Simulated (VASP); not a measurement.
Here is a VASP 6.6.1 calculation.

INCAR

```
PREC = Accurate
ENCUT = 520
EDIFF = 1E-6
ISMEAR = 0
SIGMA = 0.1
LREAL = F
LASPH = T
NELM = 60
ALGO = Normal
ISIF = 2
LWAVE = F
LCHARG = F
GGA = PE
NBANDS = 26
```

The input KPOINTS:

```
Automatic mesh
0
Gamma
  6 6 4
```

Contents of POSCAR:

```
Si5Ge
1.0
    1.8736934313     -6.5317652584      0.0000000000
    1.8736934313      6.5317652584      0.0000000000
    0.0000000000      0.0000000000      3.7997236697
Si Ge
5 1
Direct
    0.3261605149      0.6738394851      0.0000000000
    0.6738394851      0.3261605149      0.0000000000
    0.5000000000      0.5000000000      0.5000000000
    0.8273099040      0.1726900960      0.5000000000
    0.1726900960      0.8273099040      0.5000000000
    0.0000000000      0.0000000000      0.0000000000
```

Potentials or basis: VASP PAW PBE potentials, release 64 (Si, Ge_d).

Command:

```sh
$ cat potpaw_PBE.64/Si/POTCAR potpaw_PBE.64/Ge_d/POTCAR > POTCAR
$ mpirun -np 1 vasp_std > vasp.out
```

Task: Estimate the largest force.

Result: 0.030 eV/Å.

Task: Predict the band gap on the k mesh.

Result: Zero (bands 17 and 18 overlap by 3.66 eV).

Task: Predict the pressure.

Result: 0.1 GPa.

Forces in eV/Å, atoms in the order of the input:
```
Si   0.000 -0.020  0.000
Si   0.000  0.020  0.000
Si   0.000  0.000  0.000
Si   0.000 -0.030  0.000
Si   0.000  0.030  0.000
Ge   0.000  0.000  0.000
```

Caveat: the k points lie up to 0.41 Å⁻¹ apart, too coarse for converged energies and pressures of a metal.
